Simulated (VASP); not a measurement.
# Mo: single point with PBE

Crystal: Mo.

```xyz
1
Lattice="0.0000 1.9748 1.9748 1.9748 0.0000 1.9748 1.9748 1.9748 0.0000" Properties=species:S:1:pos:R:3 pbc="T T T"
Mo    0.0000    0.0000    0.0000
```

| Quantity | Value |
| --- | --- |
| Program | VASP 6.6.1 |
| Task | single point |
| Functional | PBE |
| Potentials or basis | VASP PAW PBE potentials, release 64 (Mo_sv) |
| Cutoff | 500 eV |
| k mesh | 47 × 47 × 47 |
| Occupations | fermi-dirac, width 0.0612256 eV |
| Spin | no spin polarisation |

```
Pressure               : 10.9 GPa
Band gap on the k mesh : zero (band 7 reaches 16.61 eV, above the bottom of band 8 at 11.63 eV)
```

Levels at points of the mesh, in eV from the Fermi level:
| k point | band 3 | band 4 | band 5 | band 6 | band 7 | band 8 | band 9 | band 10 | band 11 | band 12 |
| --- | --- | --- | --- | --- | --- | --- | --- | --- | --- | --- |
| (0.00, 0.00, 0.00) | -33.95 | -33.95 | -6.84 | -0.77 | -0.77 | -0.77 | 2.07 | 2.07 | 13.12 | 18.57 |

It took 120 s on 1 thread of Intel(R) Xeon(R) 6975P-C (Granite Rapids) (shared host), peak memory 0.52 GiB.
